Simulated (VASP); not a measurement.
Input of a VASP 6.6.1 run:

INCAR

```
SYSTEM = TeW
PREC = Accurate ; ENCUT = 500
EDIFF = 1E-7 ; ISMEAR = 0
SIGMA = 0.2 ; LREAL = .False.
LASPH = .True. ; NELM = 120
ALGO = Normal ; ISIF = 3
LWAVE = .False. ; LCHARG = .False.
GGA = PE ; IBRION = 2
NSW = 36 ; EDIFFG = -0.08
GGA_COMPAT = .False. ; NELMIN = 4
```

KPOINTS

```
regular mesh
0
Gamma
  6 6 6
  0 0 0
```

File POSCAR:

```
TeW
1.0
    0.0000000000      2.7591567800      2.7591567800
    2.7591567800      0.0000000000      2.7591567800
    2.7591567800      2.7591567800      0.0000000000
Te W
1 1
Direct
    0.0000000000      0.0000000000      0.0000000000
    0.5000000000      0.5000000000      0.5000000000
```

Potentials or basis: VASP PAW PBE potentials, release 64 (Te, W_sv).

Command:

```bash
$ cat potpaw_PBE.64/Te/POTCAR potpaw_PBE.64/W_sv/POTCAR > POTCAR
$ mpirun -np 1 vasp_std > vasp.out
```

(1) What does it give for the relaxed volume?

(2) What does it give for the space group after relaxing (to 0.1 Å)?

(3) Estimate the relaxed cell.

(4) What does it give for the band gap on the k mesh?

Answers

(1) 21.94 Å³/atom.

(2) Fm-3m (No. 225).

(3) a = 3.959 Å, b = 3.959 Å, c = 3.959 Å, α = 60.00°, β = 60.00°, γ = 60.00°.

(4) zero (bands 10 and 11 overlap by 1.55 eV).

Caveat: spin-orbit coupling is left out, which moves the levels of the heavy elements.
